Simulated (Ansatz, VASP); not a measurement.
# CdH2: VASP beside Ansatz

Contents of INCAR:

```
SYSTEM = CdH2
PREC     = Accurate       ! precision mode
ENCUT    = 600            ! plane-wave cutoff, eV
EDIFF    = 1E-6           ! SCF threshold, eV
ISMEAR   = 0              ! smearing method
SIGMA    = 0.1            ! smearing width, eV
LREAL    = .FALSE.        ! projectors in reciprocal space
LASPH    = .TRUE.         ! aspherical terms in the spheres
NELM     = 80             ! most SCF steps
ALGO     = Fast           ! electronic algorithm
ISIF     = 3              ! what is computed and relaxed
LWAVE    = .FALSE.        ! write WAVECAR
LCHARG   = .FALSE.        ! write CHGCAR
GGA      = PE             ! functional
IBRION   = 2              ! ionic algorithm
NSW      = 100            ! ionic steps
EDIFFG   = -0.01          ! ionic threshold
```

File KPOINTS:

```
regular mesh
0
G
  12 12 14
  0 0 0
```

File POSCAR:

```
CdH2
1.0
    3.7784179622      0.0000000000      0.0000000000
    0.0000000000      3.7784179622      0.0000000000
    0.0000000000      0.0000000000      3.2742744787
Cd H
1 2
Direct
    0.0000000000      0.0000000000      0.5000000000
    0.0000000000      0.5000000000      0.5000000000
    0.5000000000      0.0000000000      0.5000000000
```

Input for Ansatz:

```yaml
crystal:
  lattice:
    - [3.7784179622, 0.0, 0.0]
    - [0.0, 3.7784179622, 0.0]
    - [0.0, 0.0, 3.2742744787]
  atoms:
    - { symbol: Cd, position: [0.0, 0.0, 0.5] }
    - { symbol: H, position: [0.0, 0.5, 0.5] }
    - { symbol: H, position: [0.5, 0.0, 0.5] }
basis:
  ecutwfc: 420
kpoints:
  mp_grid: { grid: [12, 12, 14] }
hamiltonian:
  xc: pbe
scf:
  occupations: { method: gaussian, width: 0.1 }
output:
  forces: true
  stress: true
  eigenvalues: true
relax:
  adjacent_minimum: "off"
  f_tol: 0.01
  max_steps: 80
  cell: { stress_tol: 0.05 }
```

Alike in both runs: task relaxation of cell and atoms; functional PBE; k mesh 12 × 12 × 14; occupations gaussian, width 0.1 eV; no spin polarisation.

```csv
,VASP,Ansatz
version,VASP 6.6.1,Ansatz 0.2.0
potentials or method,"VASP PAW PBE potentials, release 64 (Cd, H), cutoff 600 eV","scalar-relativistic, plane waves, PAW"
valence electrons in the cell,14,22
```

Ansatz gave:

- gap on the k mesh at the Fermi level, each at its own relaxed structure (eV): none
- relaxed volume (Å³/atom): 15.63
- relaxed length of the cell vector where the two differ most in proportion (Å): 3.304

Task: What did VASP give for the same quantities?

Result: gap on the k mesh at the Fermi level, each at its own relaxed structure (eV): none; relaxed volume (Å³/atom): 15.62; relaxed length of the cell vector where the two differ most in proportion (Å): 3.286.

A gap of «none» marks a metal or a gap that the smearing closes. VASP's potentials hold 14 valence electrons a cell and Ansatz's 22, so a difference there can come from the potentials and not from the codes.
